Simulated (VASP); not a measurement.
Input of a VASP 6.6.1 run:

The input INCAR:

```
SYSTEM = SnSe2
ALGO     = Normal         ! electronic algorithm
EDIFF    = 1E-7           ! SCF threshold, eV
ENCUT    = 520            ! plane-wave cutoff, eV
GGA      = PE             ! functional
ISIF     = 2              ! what is computed and relaxed
ISMEAR   = 0              ! smearing method
IVDW     = 12             ! dispersion correction
LASPH    = .True.         ! aspherical terms in the spheres
LCHARG   = .True.         ! write CHGCAR
LELF     = .True.         ! ELF
LREAL    = .False.        ! projectors in reciprocal space
LVHAR    = .True.       
LWAVE    = .False.        ! write WAVECAR
NBANDS   = 20             ! bands
NELM     = 100            ! most SCF steps
PREC     = Accurate       ! precision mode
SIGMA    = 0.03           ! smearing width, eV
```

File KPOINTS:

```
k-points
0
Gamma
  12 12 6
  0 0 0
```

The input POSCAR:

```
SnSe2
1.0
    3.7430723807      0.0000000000      0.0000000000
   -1.8715361904      3.2415957699      0.0000000000
    0.0000000000      0.0000000000      6.1619218883
Sn Se
1 2
Direct
    0.0000000000      0.0000000000      0.0000000000
    0.3333333333      0.6666666667      0.2651529960
    0.6666666667      0.3333333333      0.7348470040
```

Potentials or basis: VASP PAW PBE potentials, release 64 (Sn_d, Se).

Launch:

```sh
$ cat potpaw_PBE.64/Sn_d/POTCAR potpaw_PBE.64/Se/POTCAR > POTCAR
$ mpirun -np 1 vasp_std > vasp.out
```

Estimate the dispersion energy per atom.

-0.374 eV.

What does it give for the band gap on the k mesh?

0.39 eV, indirect (least direct gap 1.08 eV).

Predict the pressure.

1.9 GPa.

What does it give for the largest force?

0.071 eV/Å.

Stress tensor (GPa, compression positive):
```
 3.06  0.00  0.00
 0.00  3.06  0.00
 0.00  0.00 -0.45
```

Caveat: the cell differs from its parent crystal (strain -0.025 along x and y, +0.025 along z); spin-orbit coupling is left out, which moves the levels of the heavy elements. A k mesh can miss the band edges.
